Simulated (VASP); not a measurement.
# Rh (Fm-3m) in VASP: further runs

Rh is run at these levels: r2SCAN; tasks: single point.

All numbers are computed with VASP 6.6.1; they aren't measurements. Logs are shortened: lines on timing, memory, paths and dates and some standing lists are left out, and cuts for length are marked.

**1. The cell of the first run**

The structure is cubic, space group Fm-3m (No. 225). The conventional cell has a = 3.806 Å, b = 3.806 Å, c = 3.806 Å, α = 90.00°, β = 90.00°, γ = 90.00°. Within 3.5 Å of Rh (site symmetry m-3m) lie 12 Rh at 2.69 Å.

**2. Single point, r2SCAN**

POSCAR

```
Rh
1.0
    0.0000000000      1.9029860865      1.9029860865
    1.9029860865      0.0000000000      1.9029860865
    1.9029860865      1.9029860865      0.0000000000
Rh
1
Direct
    0.0000000000      0.0000000000      0.0000000000
```

INCAR.step1

```
SYSTEM = Rh
PREC = Accurate ; ENCUT = 520
ISMEAR = 0 ; SIGMA = 0.1
LREAL = .False. ; LASPH = .True.
NELM = 100 ; NBANDS = 14
GGA = PE ; ALGO = Normal
EDIFF = 1E-4 ; LWAVE = .True.
LCHARG = .False.
```

INCAR.step2

```
SYSTEM = Rh
PREC = Accurate ; ENCUT = 520
EDIFF = 1E-6 ; ISMEAR = 0
SIGMA = 0.1 ; LREAL = .False.
LASPH = .True. ; NELM = 100
ALGO = Normal ; ISIF = 2
LWAVE = .False. ; LCHARG = .True.
METAGGA = R2SCAN ; LMIXTAU = .True.
LELF = .True. ; LVHAR = .True.
NBANDS = 14 ; ISTART = 1
```

KPOINTS

```
Automatic mesh
0
Gamma
  8 8 8
  0 0 0
```

Potentials or basis: VASP PAW PBE potentials, release 64 (Rh_pv).

Run with:

```
cat potpaw_PBE.64/Rh_pv/POTCAR > POTCAR
cp INCAR.step1 INCAR
mpirun -np 1 vasp_std > vasp.out
cp INCAR.step2 INCAR
mpirun -np 1 vasp_std > vasp.out
```

OUTCAR:

```text
SYSTEM = Rh
   PREC = Accurate
   ENCUT = 520
   EDIFF = 1E-6
   ISMEAR = 0
   LREAL = .False.
   LASPH = .True.
   NELM = 100
   ISIF = 2
   METAGGA = R2SCAN
   ISTART = 1

 ion  position               nearest neighbor table
   1  0.000  0.000  0.000-

  LATTYP: Found a face centered cubic cell.
 ALAT       =     3.8059721730

  Lattice vectors:

 A1 = (   0.0000000000,   1.9029860865,   1.9029860865)
 A2 = (   1.9029860865,   0.0000000000,   1.9029860865)
 A3 = (   1.9029860865,   1.9029860865,   0.0000000000)

Analysis of symmetry for initial positions (statically):
=====================================================================
 Subroutine PRICEL returns:
 Original cell was already a primitive cell.

 Routine SETGRP: Setting up the symmetry group for a
 face centered cubic supercell.

 Subroutine GETGRP returns: Found 48 space group operations
 (whereof 48 operations were pure point group operations)
 out of a pool of 48 trial point group operations.

The static configuration has the point symmetry O_h .

Analysis of symmetry for dynamics (positions and initial velocities):
=====================================================================
 Subroutine PRICEL returns:
 Original cell was already a primitive cell.

 Routine SETGRP: Setting up the symmetry group for a
 face centered cubic supercell.

 Subroutine GETGRP returns: Found 48 space group operations
 (whereof 48 operations were pure point group operations)
 out of a pool of 48 trial point group operations.

The dynamic configuration has the point symmetry O_h .

 Subroutine INISYM returns: Found 48 space group operations
 (whereof 48 operations are pure point group operations),
 and found     1 'primitive' translations

----------------------------------------------------------------------------------------

                                     Primitive cell

  volume of cell :      13.7828

  direct lattice vectors                    reciprocal lattice vectors
     0.000000000  1.902986086  1.902986086    -0.262744958  0.262744958  0.262744958
     1.902986086  0.000000000  1.902986086     0.262744958 -0.262744958  0.262744958
     1.902986086  1.902986086  0.000000000     0.262744958  0.262744958 -0.262744958

  length of vectors
     2.691228733  2.691228733  2.691228733     0.455087617  0.455087617  0.455087617

  position of ions in fractional coordinates (direct lattice)
     0.000000000  0.000000000  0.000000000

[... 77 lines left out ...]
   EDIFFG = 0.1E-04   stopping-criterion for IOM
   NSW    =      0    number of steps for IOM
   IBRION =     -1    ionic relax: 0-MD 1-quasi-New 2-CG
   NFREE  =      0    steps in history (QN), initial steepest desc. (CG)
   ISIF   =      2    stress and relaxation
   ISYM   =      2    0-nonsym 1-usesym 2-fastsym
   POTIM  = 0.5000    time-step for ionic-motion
   TEBEG  =    0.0;   TEEND  =   0.0 temperature during run
   PSTRESS=    0.0 pullay stress
   NELECT =      15.0000    total number of electrons
   NUPDOWN=      -1.0000    fix difference up-down
   EMIN   =  10.00;   EMAX   =-10.00  energy-range for DOS
   EFERMI =   0.00;   METHOD = LEGACY
   ISMEAR =     0;   SIGMA  =   0.10  broadening in eV -4-tet -1-fermi 0-gaus
   EFERMI_NEDOS =   21; number of points for ismear=-14 and -15
   IALGO  =     38    algorithm
   IMIX   =      4    mixing-type and parameters
     AMIX     =   0.40;   BMIX     =  1.00
     AMIX_MAG =   1.60;   BMIX_MAG =  1.00
  volume/ion in A,a.u.               =      13.78        93.01
  Fermi-wavevector in a.u.,A,eV,Ry     =   1.683939  3.182183 38.581359  2.835650
  Thomas-Fermi vector in A             =   2.767050
   LORBIT       =      0    0 simple, 1 ext, 2 COOP (PROOUT), +10 PAW based schemes
   METAGGA = R2SCAN    functional components
   LHFCALC =     F    Hartree Fock is set to
   AEXX    =    0.0000 exact exchange contribution
   IVDW    =     0    specifies the selected vdW correction
   LEPSILON=     F    determine dielectric tensor
   LRPA    =     F    only Hartree local field effects (RPA)
 non-spin polarized calculation
 Gauss-broadening in eV      SIGMA  =   0.10
  energy-cutoff  :      520.00
  volume of cell :       13.78
 maximum number of plane-waves:       388
   NGX =  9   NGY =  9   NGZ =  9

 number of electron      15.0000007 magnetization

 Free energy of the ion-electron system (eV)
  ---------------------------------------------------
  ext. energy  EPLUGINS =         0.00000000
  ---------------------------------------------------
  free energy    TOTEN  =       -24.11351162 eV

  energy without entropy =      -24.10573870  energy(sigma->0) =      -24.10962516

 E-fermi :  11.7312     XC(G=0): -15.1752

 val. band max:       11.7120512550   @ k =  -0.3750   0.2500   0.0000
 cond. band min:      11.7839102621   @ k =   0.3750   0.0000   0.0000
 fundamental gap:      0.0718590071
 Fermi energy:        11.7312108001

 k-point     1 :       0.0000    0.0000    0.0000
  band No.  band energies     occupation
      1     -36.0604      2.00000
      2     -36.0604      2.00000
      3     -36.0604      2.00000
      4       3.5350      2.00000
      5       8.5520      2.00000
      6       8.5520      2.00000
      7       8.5520      2.00000
      8      10.6400      2.00000
      9      10.6400      2.00000
     10      28.3920      0.00000
     11      29.1594      0.00000
     12      34.1398      0.00000
     13      34.1399      0.00000
     14      34.1399      0.00000
[... 377 lines left out ...]
      1     -36.7354      2.00000
      2     -36.3733      2.00000
      3     -36.2338      2.00000
      4       6.5526      2.00000
      5       7.4184      2.00000
      6       8.9945      2.00000
      7       9.6174      2.00000
      8      12.1097      0.00000
      9      17.4114      0.00000
     10      20.5686      0.00000
     11      28.5002      0.00000
     12      29.1512      0.00000
     13      29.3046      0.00000
     14      33.8525      0.00000

 [... further k-points ...]
[... 5 lines left out ...]
  --------------------------------------------------------------------------------------
  -------------------------------------------------------------------------------------
  Total        0.0524391      0.0524391      0.0524391      0.0000000      0.0000000      0.0000000
  in kB        6.0957731      6.0957731      6.0957731      0.0000000      0.0000000      0.0000000
  external PRESSURE =       6.0957731 kB  Pullay stress =       0.0000000 kB

 VOLUME and BASIS-vectors are now :
 -----------------------------------------------------------------------------
  energy-cutoff  :      520.00
  volume of cell :       13.78
      direct lattice vectors                 reciprocal lattice vectors
     0.000000000  1.902986086  1.902986086    -0.262744958  0.262744958  0.262744958
     1.902986086  0.000000000  1.902986086     0.262744958 -0.262744958  0.262744958
     1.902986086  1.902986086  0.000000000     0.262744958  0.262744958 -0.262744958

 POSITION                                       TOTAL-FORCE (eV/Angst)
 -----------------------------------------------------------------------------------
      0.00000      0.00000      0.00000         0.000000      0.000000      0.000000
 -----------------------------------------------------------------------------------
    total drift:                                0.000000      0.000000      0.000000

  FREE ENERGIE OF THE ION-ELECTRON SYSTEM (eV)
  ---------------------------------------------------
  free  energy   TOTEN  =       -24.1135116212 eV

  energy  without entropy=      -24.1057387021  energy(sigma->0) =      -24.10962516
```

OUTCAR.step1:

```text
SYSTEM = Rh
   PREC = Accurate
   ENCUT = 520
   ISMEAR = 0
   LREAL = .False.
   LASPH = .True.
   NELM = 100
[... 624 lines left out ...]
 -----------------------------------------------------------------------------------
      0.00000      0.00000      0.00000         0.000000     -0.000000      0.000000
 -----------------------------------------------------------------------------------
    total drift:                                0.000000      0.000000      0.000000

  FREE ENERGIE OF THE ION-ELECTRON SYSTEM (eV)
  ---------------------------------------------------
  free  energy   TOTEN  =        -7.2266257147 eV

  energy  without entropy=       -7.2169185359  energy(sigma->0) =       -7.22177213
```

OSZICAR.step1:

```text
N       E                     dE             d eps       ncg     rms          rms(c)
DAV:   1     0.121610044079E+03    0.12161E+03   -0.88099E+03   812   0.115E+03
DAV:   2    -0.608851925518E+01   -0.12770E+03   -0.12173E+03   878   0.344E+02
DAV:   3    -0.770148547930E+01   -0.16130E+01   -0.16081E+01   998   0.424E+01
DAV:   4    -0.770732338120E+01   -0.58379E-02   -0.58367E-02   866   0.260E+00
DAV:   5    -0.770737344939E+01   -0.50068E-04   -0.50068E-04   998   0.216E-01    0.102E+01
DAV:   6    -0.724316215171E+01    0.46421E+00   -0.90846E-01   836   0.124E+01    0.362E+00
DAV:   7    -0.722994355318E+01    0.13219E-01   -0.11924E-02   926   0.131E+00    0.178E+00
DAV:   8    -0.722667980729E+01    0.32637E-02   -0.20489E-03   854   0.615E-01    0.141E-01
DAV:   9    -0.722662571466E+01    0.54093E-04   -0.35938E-05   466   0.806E-02
   1 F= -.72266257E+01 E0= -.72217721E+01  d E =-.970718E-02
```

Wall time 13 s (1 thread of Intel Xeon Platinum 8488C (Sapphire Rapids), shared host); peak memory 0.13 GiB.

What came out:

- Free energy: -24.1135 eV
- Pressure: 0.6 GPa

Caveat: the PAW data sets were made with another functional, which shifts forces and pressure a little.

**3. Single point, r2SCAN**

This run uses another cell than the first one, of 13.72 Å³/atom, 0.995 times its volume.

POSCAR

```
Rh
1.0
    0.0000000000      1.8999717038      1.8999717038
    1.8999717038      0.0000000000      1.8999717038
    1.8999717038      1.8999717038      0.0000000000
Rh
1
Direct
    0.0000000000      0.0000000000      0.0000000000
```

INCAR.step1

```
ALGO = Normal
EDIFF = 1E-4
ENCUT = 520
GGA = PE
ISMEAR = 0
LASPH = T
LCHARG = F
LREAL = F
LWAVE = T
NBANDS = 14
NELM = 80
PREC = Accurate
SIGMA = 0.1
```

INCAR.step2

```
ALGO = Normal
EDIFF = 1E-6
ENCUT = 520
ISIF = 2
ISMEAR = 0
ISTART = 1
LASPH = T
LCHARG = T
LELF = T
LMIXTAU = T
LREAL = F
LVHAR = T
LWAVE = F
METAGGA = R2SCAN
NBANDS = 14
NELM = 80
PREC = Accurate
SIGMA = 0.1
```

KPOINTS

```
k-points
0
Gamma
  18 18 18
```

Potentials or basis: VASP PAW PBE potentials, release 64 (Rh_pv).

Run with:

```
cat potpaw_PBE.64/Rh_pv/POTCAR > POTCAR
cp INCAR.step1 INCAR
mpirun -np 1 vasp_std > vasp.out
cp INCAR.step2 INCAR
mpirun -np 1 vasp_std > vasp.out
```

It took 62 s on 1 thread of Intel Xeon Platinum 8488C (Sapphire Rapids), shared host; peak memory 0.15 GiB.

The run converged. Its results:

* Free energy: -24.1398 eV
* Pressure: 1.2 GPa

Levels at points of the mesh, in eV from the Fermi level:
```tsv
k point	band 3	band 4	band 5	band 6	band 7	band 8	band 9	band 10	band 11	band 12
(0.00, 0.00, 0.00)	-47.80	-8.20	-3.19	-3.19	-3.19	-1.08	-1.08	16.71	17.37	22.47
(0.50, 0.00, 0.00)	-47.91	-6.36	-3.31	-3.31	0.58	0.58	0.89	9.10	16.27	17.37
(0.50, 0.50, 0.00)	-48.09	-6.58	-6.20	0.51	1.04	1.04	3.48	12.90	14.01	14.01
```

Caveat: the PAW data sets were made with another functional, which shifts forces and pressure a little.

(Continued in part 2 of 2.)
